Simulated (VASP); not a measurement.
A run of VASP 6.6.1 is set up as follows.

File INCAR:

```
SYSTEM = SbSeBr3
PREC = Accurate
ENCUT = 520
EDIFF = 1E-6
ISMEAR = 0
SIGMA = 0.1
LREAL = .FALSE.
LASPH = .TRUE.
NELM = 60
ALGO = Normal
ISIF = 2
LWAVE = .FALSE.
LCHARG = .FALSE.
GGA = PE
NBANDS = 24
```

KPOINTS

```
regular mesh
0
G
  3 3 3
  0 0 0
```

Contents of POSCAR:

```
SbSeBr3
1.0
    3.7835815700      2.1844518400      3.0901465900
   -3.7835815700      2.1844518400      3.0901465900
    0.0000000000     -4.3689036800      3.0901465900
Sb Se Br
1 1 3
Direct
    0.0095460800      0.0095460800      0.0095460800
    0.5119105300      0.5119105300      0.5119105300
    0.5126222100      0.0122175500      0.5126222100
    0.5126222100      0.5126222100      0.0122175500
    0.0122175500      0.5126222100      0.5126222100
```

Potentials or basis: VASP PAW PBE potentials, release 64 (Sb, Se, Br).

The run is started by

```bash
$ cat potpaw_PBE.64/Sb/POTCAR potpaw_PBE.64/Se/POTCAR potpaw_PBE.64/Br/POTCAR > POTCAR
$ mpirun -np 1 vasp_std > vasp.out
```

Task: Estimate the band gap on the k mesh.

Result: Zero (bands 16 and 17 overlap by 0.80 eV).

Task: What does it give for the largest force?

Result: 0.022 eV/Å.

Forces in eV/Å, atoms in the order of the input:
```
Sb   0.000  0.000 -0.021
Se   0.000  0.000  0.011
Br   0.019 -0.011  0.003
Br   0.000  0.022  0.003
Br  -0.019 -0.011  0.003
```

Caveat: the k points lie up to 0.39 Å⁻¹ apart, too coarse for converged energies and pressures of a metal; spin-orbit coupling is left out, which moves the levels of the heavy elements.
